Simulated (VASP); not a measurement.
# SrCd in VASP: further runs, part 2 of 2

VASP 6.6.1. The steps go on from the part before.

### Step 3. Single point, LDA (equal xx and yy strain of -1 %)

File INCAR:

```
PREC = Accurate
ENCUT = 520
EDIFF = 1E-7
ISMEAR = -1
SIGMA = 0.08
LREAL = F
LASPH = T
NELM = 80
ALGO = Normal
ISIF = 2
LWAVE = F
LCHARG = F
GGA = CA
NBANDS = 18
```

File KPOINTS:

```
Automatic mesh
0
Gamma
  10 10 10
```

File POSCAR:

```
SrCd
1.0
    3.9629700000      0.0000000000      0.0000000000
    0.0000000000      3.9629700000      0.0000000000
    0.0000000000      0.0000000000      4.0030000000
Sr Cd
1 1
Direct
    0.5000000000      0.5000000000      0.5000000000
    0.0000000000      0.0000000000      0.0000000000
```

Potentials or basis: VASP PAW LDA potentials, release 64 (Sr_sv, Cd).

Run with:

```sh
cat potpaw_LDA.64/Sr_sv/POTCAR potpaw_LDA.64/Cd/POTCAR > POTCAR
mpirun -np 1 vasp_std > vasp.out
```

OUTCAR:

```text
PREC = Accurate
   ENCUT = 520
   EDIFF = 1E-7
   ISMEAR = -1
   LREAL = F
   LASPH = T
   NELM = 80
   ISIF = 2
   GGA = CA

 ion  position               nearest neighbor table
   1  0.500  0.500  0.500-   2 3.44   2 3.44   2 3.44   2 3.44   2 3.44   2 3.44   2 3.44   2 3.44

   2  0.000  0.000  0.000-   1 3.44   1 3.44   1 3.44   1 3.44   1 3.44   1 3.44   1 3.44   1 3.44

  LATTYP: Found a simple tetragonal cell.
 ALAT       =     3.9629700000
 C/A-ratio  =     1.0101010101

  Lattice vectors:

 A1 = (   3.9629700000,   0.0000000000,   0.0000000000)
 A2 = (   0.0000000000,   3.9629700000,   0.0000000000)
 A3 = (   0.0000000000,   0.0000000000,   4.0030000000)

Analysis of symmetry for initial positions (statically):
=====================================================================
 Subroutine PRICEL returns:
 Original cell was already a primitive cell.

 Routine SETGRP: Setting up the symmetry group for a
 simple tetragonal supercell.

 Subroutine GETGRP returns: Found 16 space group operations
 (whereof 16 operations were pure point group operations)
 out of a pool of 16 trial point group operations.

The static configuration has the point symmetry D_4h.

Analysis of symmetry for dynamics (positions and initial velocities):
=====================================================================
 Subroutine PRICEL returns:
 Original cell was already a primitive cell.

 Routine SETGRP: Setting up the symmetry group for a
 simple tetragonal supercell.

 Subroutine GETGRP returns: Found 16 space group operations
 (whereof 16 operations were pure point group operations)
 out of a pool of 16 trial point group operations.

The dynamic configuration has the point symmetry D_4h.

[... 109 lines left out ...]
   NELECT =      22.0000    total number of electrons
   NUPDOWN=      -1.0000    fix difference up-down
   EMIN   =  10.00;   EMAX   =-10.00  energy-range for DOS
   EFERMI =   0.00;   METHOD = LEGACY
   ISMEAR =    -1;   SIGMA  =   0.08  broadening in eV -4-tet -1-fermi 0-gaus
   EFERMI_NEDOS =   21; number of points for ismear=-14 and -15
   IALGO  =     38    algorithm
   IMIX   =      4    mixing-type and parameters
     AMIX     =   0.40;   BMIX     =  1.00
     AMIX_MAG =   1.60;   BMIX_MAG =  1.00
  volume/ion in A,a.u.               =      31.43       212.13
  Fermi-wavevector in a.u.,A,eV,Ry     =   1.153648  2.180079 18.108046  1.330904
  Thomas-Fermi vector in A             =   2.290290
   LORBIT       =      0    0 simple, 1 ext, 2 COOP (PROOUT), +10 PAW based schemes
   GGA     = CA    functional components
   LHFCALC =     F    Hartree Fock is set to
   AEXX    =    0.0000 exact exchange contribution
   IVDW    =     0    specifies the selected vdW correction
   LEPSILON=     F    determine dielectric tensor
   LRPA    =     F    only Hartree local field effects (RPA)
 non-spin polarized calculation
  energy-cutoff  :      520.00
  volume of cell :       62.87
 maximum number of plane-waves:      1743
 NGX is ok and might be reduce to    30
   NGX = 15   NGY = 15   NGZ = 15

 number of electron      22.0000006 magnetization

 Free energy of the ion-electron system (eV)
  ---------------------------------------------------
  ext. energy  EPLUGINS =         0.00000000
  ---------------------------------------------------
  free energy    TOTEN  =        -4.11449606 eV

  energy without entropy =       -4.08848582  energy(sigma->0) =       -4.10149094

 E-fermi :   2.1575     XC(G=0):  -9.5211

 val. band max:        2.1497646456   @ k =   0.3000   0.3000   0.5000
 cond. band min:       2.1741548010   @ k =   0.5000   0.0000   0.5000
 fundamental gap:      0.0243901554
 Fermi energy:         2.1574871476

 k-point     1 :       0.0000    0.0000    0.0000
  band No.  band energies     occupation
      1     -33.3824      2.00000
      2     -15.4237      2.00000
      3     -15.4168      2.00000
      4     -15.4168      2.00000
      5      -6.4902      2.00000
      6      -6.4879      2.00000
[... 481 lines left out ...]
      5      -6.4669      2.00000
      6      -6.4174      2.00000
[... 10 lines left out ...]
     17       8.1379      0.00000
     18       9.0463      0.00000

 [... further k-points ...]

------------------------ aborting loop because EDIFF is reached ----------------------------------------

  FORCE on cell =-STRESS in cart. coord.  units (eV):
  Direction    XX          YY          ZZ          XY          YZ          ZX
  --------------------------------------------------------------------------------------
  -------------------------------------------------------------------------------------
  Total       -0.5359904     -0.5359904     -0.6483118      0.0000000      0.0000000     -0.0000000
  in kB      -13.6596768    -13.6596768    -16.5221806      0.0000000      0.0000000     -0.0000000
  external PRESSURE =     -14.6138447 kB  Pullay stress =       0.0000000 kB

 VOLUME and BASIS-vectors are now :
 -----------------------------------------------------------------------------
  energy-cutoff  :      520.00
  volume of cell :       62.87
      direct lattice vectors                 reciprocal lattice vectors
     3.962970000  0.000000000  0.000000000     0.252336001  0.000000000  0.000000000
     0.000000000  3.962970000  0.000000000     0.000000000  0.252336001  0.000000000
     0.000000000  0.000000000  4.003000000     0.000000000  0.000000000  0.249812641

 POSITION                                       TOTAL-FORCE (eV/Angst)
 -----------------------------------------------------------------------------------
      1.98148      1.98148      2.00150         0.000000      0.000000      0.000000
      0.00000      0.00000      0.00000         0.000000      0.000000      0.000000
 -----------------------------------------------------------------------------------
    total drift:                                0.000000      0.000000     -0.000000

  FREE ENERGIE OF THE ION-ELECTRON SYSTEM (eV)
  ---------------------------------------------------
  free  energy   TOTEN  =        -4.1144960631 eV

  energy  without entropy=       -4.0884858171  energy(sigma->0) =       -4.10149094
```

stdout:

```text
POSCAR found type information on POSCAR SrCd
 POSCAR found :  2 types and       2 ions
 scaLAPACK will be used
 LDA part: xc-table for (Slater(with rela. corr.)+CA(PZ))
 , standard interpolation
 POSCAR, INCAR and KPOINTS ok, starting setup
 FFT: planning ... GRIDC
 FFT: planning ... GRID_SOFT
 FFT: planning ... GRID
 WAVECAR not read
 entering main loop
```

Wall time 2.3 min (1 thread of AMD EPYC 7R43 (Zen 3), shared host); peak memory 0.23 GiB.

What came out:

```yaml
Free_energy: -4.1145 eV
Pressure: -1.5 GPa
Band_gap_on_the_k_mesh: zero (band 11 reaches 3.48 eV, above the bottom of band 12 at 1.34 eV)
```

Stress tensor (GPa, compression positive):
```
-1.37  0.00  0.00
 0.00 -1.37  0.00
 0.00  0.00 -1.65
```

Caveat: the cell differs from its parent crystal (equal xx and yy strain of -1 %).

### Step 4. Single point, LDA (zz strain of -1 %)

File INCAR:

```
  PREC = Accurate
  ENCUT = 520
  EDIFF = 1E-6
  ISMEAR = -1
  SIGMA = 0.08
  LREAL = False
  LASPH = True
  NELM = 60
  ALGO = Normal
  ISIF = 2
  LWAVE = False
  LCHARG = False
  GGA = CA
  NBANDS = 18
```

KPOINTS is that of step 3.

File POSCAR:

```
SrCd
1.0
    4.0030000000      0.0000000000      0.0000000000
    0.0000000000      4.0030000000      0.0000000000
    0.0000000000      0.0000000000      3.9629700000
Sr Cd
1 1
Direct
    0.5000000000      0.5000000000      0.5000000000
    0.0000000000      0.0000000000      0.0000000000
```

Run with:

```sh
cat potpaw_LDA.64/Sr_sv/POTCAR potpaw_LDA.64/Cd/POTCAR > POTCAR
mpirun -np 1 vasp_std > vasp.out
```

It took 2.5 min on 1 thread of AMD EPYC 7R43 (Zen 3), shared host; peak memory 0.23 GiB.

Results (log left out):

```yaml
Free_energy: -4.1082 eV
Pressure: -1.7 GPa
Band_gap_on_the_k_mesh: zero (band 11 reaches 3.44 eV, above the bottom of band 12 at 1.30 eV)
```

Stress tensor (GPa, compression positive):
```
-1.81  0.00  0.00
 0.00 -1.81  0.00
 0.00  0.00 -1.52
```

Levels at points of the mesh, in eV from the Fermi level:
```csv
k point,band 7,band 8,band 9,band 10,band 11,band 12,band 13,band 14,band 15,band 16
"(0.00, 0.00, 0.00)",-8.48,-8.48,-8.48,-5.86,1.32,1.33,3.98,3.98,4.15,5.18
"(0.50, 0.00, 0.00)",-8.51,-8.46,-8.46,-3.64,-2.44,1.70,2.17,2.30,5.27,6.11
"(0.50, 0.50, 0.00)",-8.54,-8.54,-8.35,-3.22,0.01,0.01,1.07,3.90,3.90,6.28
"(0.00, 0.00, 0.50)",-8.51,-8.47,-8.45,-3.58,-2.41,1.73,2.18,2.18,5.23,6.26
"(0.50, 0.00, 0.50)",-8.55,-8.54,-8.34,-3.17,0.03,0.06,1.13,3.80,3.85,6.19
"(0.50, 0.50, 0.50)",-8.56,-8.35,-8.34,-0.82,-0.81,-0.81,-0.80,4.73,4.73,4.75
```

Caveat: the cell differs from its parent crystal (zz strain of -1 %).

### Step 5. Single point, LDA (volume scaled by 0.96)

File INCAR:

```
SYSTEM = SrCd
ALGO = Normal ; EDIFF = 1E-6
ENCUT = 520 ; ISIF = 2
ISMEAR = -1 ; LASPH = .True.
LCHARG = .False. ; LREAL = .False.
LWAVE = .False. ; NBANDS = 18
NELM = 100 ; PREC = Accurate
SIGMA = 0.08
```

File KPOINTS:

```
k-points
0
Gamma
  10 10 10
  0 0 0
```

File POSCAR:

```
SrCd
1.0
    3.9488987734      0.0000000000      0.0000000000
    0.0000000000      3.9488987734      0.0000000000
    0.0000000000      0.0000000000      3.9488987734
Sr Cd
1 1
Direct
    0.5000000000      0.5000000000      0.5000000000
    0.0000000000      0.0000000000      0.0000000000
```

Run with:

```sh
cat potpaw_LDA.64/Sr_sv/POTCAR potpaw_LDA.64/Cd/POTCAR > POTCAR
mpirun -np 1 vasp_std > vasp.out
```

Wall time 20 s (1 thread of AMD EPYC 9R45 (Zen 5), shared host); peak memory 0.16 GiB.

The run converged. Its results:

* Free energy: -4.1243 eV
* Pressure: -0.9 GPa
* Band gap on the k mesh: zero (band 11 reaches 3.58 eV, above the bottom of band 12 at 1.39 eV)

Levels at points of the mesh, in eV from the Fermi level:
```
           k point  band 8  band 9  band 10  band 11  band 12  band 13  band 14  band 15
(0.00, 0.00, 0.00)   -8.50   -8.50    -5.95     1.33     1.33     4.15     4.15     4.15
(0.50, 0.00, 0.00)   -8.49   -8.48    -3.62    -2.48     1.70     2.24     2.24     5.38
(0.50, 0.50, 0.00)   -8.58   -8.36    -3.23     0.06     0.06     1.16     3.93     3.93
(0.50, 0.50, 0.50)   -8.36   -8.36    -0.86    -0.86    -0.86    -0.75     4.91     4.91
```

### Step 6. Single point, LDA (volume scaled by 0.99)

File INCAR:

```
ALGO = Normal
EDIFF = 1E-6
ENCUT = 520
GGA = CA
ISIF = 2
ISMEAR = -1
LASPH = T
LCHARG = F
LREAL = F
LWAVE = F
NBANDS = 18
NELM = 60
PREC = Accurate
SIGMA = 0.08
```

File KPOINTS:

```
k-points
0
Gamma
  10 10 10
```

File POSCAR:

```
SrCd
1.0
    3.9896119401      0.0000000000      0.0000000000
    0.0000000000      3.9896119401      0.0000000000
    0.0000000000      0.0000000000      3.9896119401
Sr Cd
1 1
Direct
    0.5000000000      0.5000000000      0.5000000000
    0.0000000000      0.0000000000      0.0000000000
```

Potentials or basis: VASP PAW LDA potentials, release 64 (Sr_sv, Cd).

Run with:

```sh
cat potpaw_LDA.64/Sr_sv/POTCAR potpaw_LDA.64/Cd/POTCAR > POTCAR
mpirun -np 1 vasp_std > vasp.out
```

OUTCAR:

```text
EDIFF = 1E-6
   ENCUT = 520
   GGA = CA
   ISIF = 2
   ISMEAR = -1
   LASPH = T
   LREAL = F
   NELM = 60
   PREC = Accurate

 ion  position               nearest neighbor table
   1  0.500  0.500  0.500-   2 3.46   2 3.46   2 3.46   2 3.46   2 3.46   2 3.46   2 3.46   2 3.46

   2  0.000  0.000  0.000-   1 3.46   1 3.46   1 3.46   1 3.46   1 3.46   1 3.46   1 3.46   1 3.46

  LATTYP: Found a simple cubic cell.
 ALAT       =     3.9896119401

  Lattice vectors:

 A1 = (   3.9896119401,   0.0000000000,   0.0000000000)
 A2 = (   0.0000000000,   3.9896119401,   0.0000000000)
 A3 = (   0.0000000000,   0.0000000000,   3.9896119401)

Analysis of symmetry for initial positions (statically):
=====================================================================
 Subroutine PRICEL returns:
 Original cell was already a primitive cell.

 Routine SETGRP: Setting up the symmetry group for a
 simple cubic supercell.

[... 161 lines left out ...]
  ---------------------------------------------------
  free energy    TOTEN  =        -4.10861314 eV

  energy without entropy =       -4.08243564  energy(sigma->0) =       -4.09552439

 E-fermi :   2.1114     XC(G=0):  -9.4785

 val. band max:        2.1022410499   @ k =   0.5000   0.3000   0.3000
 cond. band min:       2.1458164808   @ k =   0.5000   0.5000   0.0000
 fundamental gap:      0.0435754309
 Fermi energy:         2.1113680744

 k-point     1 :       0.0000    0.0000    0.0000
  band No.  band energies     occupation
      1     -33.4522      2.00000
      2     -15.4890      2.00000
      3     -15.4890      2.00000
      4     -15.4890      2.00000
      5      -6.5223      2.00000
      6      -6.5223      2.00000
[... 481 lines left out ...]
      5      -6.4797      2.00000
      6      -6.4053      2.00000
[... 10 lines left out ...]
     17       8.8131      0.00000
     18       9.5072      0.00000

 [... further k-points ...]

------------------------ aborting loop because EDIFF is reached ----------------------------------------

  FORCE on cell =-STRESS in cart. coord.  units (eV):
  Direction    XX          YY          ZZ          XY          YZ          ZX
  --------------------------------------------------------------------------------------
  -------------------------------------------------------------------------------------
  Total       -0.6786326     -0.6786326     -0.6786326      0.0000000      0.0000000      0.0000000
  in kB      -17.1219543    -17.1219543    -17.1219543      0.0000000      0.0000000      0.0000000
  external PRESSURE =     -17.1219543 kB  Pullay stress =       0.0000000 kB

 VOLUME and BASIS-vectors are now :
 -----------------------------------------------------------------------------
  energy-cutoff  :      520.00
  volume of cell :       63.50
      direct lattice vectors                 reciprocal lattice vectors
     3.989611940  0.000000000  0.000000000     0.250650944  0.000000000  0.000000000
     0.000000000  3.989611940  0.000000000     0.000000000  0.250650944  0.000000000
     0.000000000  0.000000000  3.989611940     0.000000000  0.000000000  0.250650944

 POSITION                                       TOTAL-FORCE (eV/Angst)
 -----------------------------------------------------------------------------------
      1.99481      1.99481      1.99481         0.000000      0.000000      0.000000
      0.00000      0.00000      0.00000         0.000000      0.000000      0.000000
 -----------------------------------------------------------------------------------
    total drift:                                0.000000      0.000000     -0.000000

  FREE ENERGIE OF THE ION-ELECTRON SYSTEM (eV)
  ---------------------------------------------------
  free  energy   TOTEN  =        -4.1086131428 eV

  energy  without entropy=       -4.0824356449  energy(sigma->0) =       -4.09552439
```

It took 20 s on 1 thread of AMD EPYC 9R45 (Zen 5), shared host; peak memory 0.16 GiB.

Results:

- Free energy: -4.1086 eV
- Pressure: -1.7 GPa
- Band gap on the k mesh: zero (band 11 reaches 3.44 eV, above the bottom of band 12 at 1.31 eV)

### Step 7. The runs side by side

| cell | gap on the mesh (eV) | pressure (GPa) |
| --- | --- | --- |
| a = 4.003, b = 4.003, c = 3.923 Å, 2 atoms | none | -1.5 |
| a = 3.963, b = 3.963, c = 4.003 Å, 2 atoms | none | -1.5 |
| a = 4.003, b = 4.003, c = 3.963 Å, 2 atoms | none | -1.7 |
| a = 3.949 Å, 2 atoms | none | -0.9 |
| a = 3.990 Å, 2 atoms | none | -1.7 |

Alike in all rows: task single point; level LDA; potentials or basis VASP PAW LDA potentials, release 64 (Sr_sv, Cd); no spin polarisation; k mesh 10 × 10 × 10; cutoff (eV) 520; smearing fermi-dirac 0.08 eV.

Absolute energies hang on the potentials; compare differences alone.
